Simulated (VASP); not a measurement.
Here is a VASP 6.6.1 calculation.

The input INCAR:

```
SYSTEM = Te2Mo
ALGO = Normal
EDIFF = 1E-6
EDIFFG = -0.003
ENCUT = 600
GGA = PE
IBRION = 2
ISIF = 3
ISMEAR = 0
IVDW = 12
LASPH = .TRUE.
LCHARG = .FALSE.
LREAL = .FALSE.
LWAVE = .FALSE.
NELM = 100
NSW = 50
PREC = Accurate
SIGMA = 0.02
```

KPOINTS

```
k-points
0
G
  9 9 2
  0 0 0
```

POSCAR

```
Te2Mo
1.0
    3.5105900024      0.0000000000      0.0000000000
   -1.7552950012      3.0402601244      0.0000000000
    0.0000000000      0.0000000000     13.7547441178
Te Mo
4 2
Direct
    0.3333333333      0.6666666667      0.6173630931
    0.6666666667      0.3333333333      0.1173630931
    0.3333333333      0.6666666667      0.8826369069
    0.6666666667      0.3333333333      0.3826369069
    0.3333333333      0.6666666667      0.2500000000
    0.6666666667      0.3333333333      0.7500000000
```

Potentials or basis: VASP PAW PBE potentials, release 64 (Te, Mo_sv).

The run is started by

```console
$ cat potpaw_PBE.64/Te/POTCAR potpaw_PBE.64/Mo_sv/POTCAR > POTCAR
$ mpirun -np 1 vasp_std > vasp.out
```

Task: Predict the band gap on the k mesh.

Result: 0.67 eV (least direct gap 1.03 eV).

Task: Predict the dispersion energy per atom.

Result: -0.555 eV.

Final structure:
```cif
data_structure
_symmetry_space_group_name_H-M 'P 1'
_symmetry_Int_Tables_number 1
_cell_length_a 3.4948
_cell_length_b 3.4948
_cell_length_c 13.6942
_cell_angle_alpha 90.000
_cell_angle_beta 90.000
_cell_angle_gamma 120.000
_cell_volume 144.85
loop_
_atom_site_label
_atom_site_type_symbol
_atom_site_fract_x
_atom_site_fract_y
_atom_site_fract_z
_atom_site_occupancy
Te1 Te 0.33333 0.66667 0.61721 1
Te2 Te 0.66667 0.33333 0.11721 1
Te3 Te 0.33333 0.66667 0.88279 1
Te4 Te 0.66667 0.33333 0.38279 1
Mo1 Mo 0.33333 0.66667 0.25000 1
Mo2 Mo 0.66667 0.33333 0.75000 1
```

Caveat: spin-orbit coupling is left out, which moves the levels of the heavy elements; an odd mesh through Γ misses points on the zone boundary, where band edges can lie.
